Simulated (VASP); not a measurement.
# MgS (Niningerite): single point with HSE06

The system is MgS (Niningerite).

```xyz
2
Lattice="0.0000 2.6015 2.7433 2.6015 0.0000 2.7433 2.6015 2.6015 0.0000" Properties=species:S:1:pos:R:3 pbc="T T T"
Mg    0.0000    0.0000    0.0000
S     2.6015    2.6015    2.7433
```

This cell differs from its parent crystal: uniaxial z strain +5.5%.

* Program: VASP 6.6.1
* Task: single point
* Functional: HSE06
* Potentials or basis: VASP PAW PBE potentials, release 64 (Mg, S)
* Cutoff: 520 eV
* k mesh: 6 × 6 × 6
* Occupations: gaussian, width 0.01 eV
* Spin: no spin polarisation

- Pressure: -4.0 GPa
- Band gap on the k mesh: 3.41 eV, indirect (least direct gap 4.22 eV)

Stress tensor (GPa, compression positive):
```
-2.85  0.00  0.00
 0.00 -2.85  0.00
 0.00  0.00 -6.42
```

Levels at points of the mesh, in eV from the valence-band top:
| k point | band 1 | band 2 | band 3 | band 4 | band 5 | band 6 | band 7 | band 8 | band 9 |
| --- | --- | --- | --- | --- | --- | --- | --- | --- | --- |
| (0.00, 0.00, 0.00) | -13.80 | -0.23 | -0.23 | 0.00 | 4.22 | 8.63 | 9.18 | 9.18 | 11.06 |
| (0.50, 0.00, 0.00) | -12.51 | -5.12 | -0.81 | -0.66 | 5.28 | 7.62 | 8.12 | 10.86 | 13.05 |
| (0.50, 0.50, 0.00) | -12.28 | -4.47 | -1.71 | -1.71 | 3.69 | 5.47 | 12.45 | 13.95 | 14.46 |
| (0.50, 0.00, 0.50) | -12.08 | -4.44 | -2.19 | -1.69 | 3.41 | 5.29 | 13.00 | 13.38 | 13.99 |

It took 9 min on 1 thread of Intel(R) Xeon(R) 6975P-C (Granite Rapids), on a shared host, peak memory 0.28 GiB.

Caveat: the cell differs from its parent crystal (uniaxial z strain +5.5%); the PAW data sets were made with another functional, which shifts forces and pressure a little. A k mesh can miss the band edges.
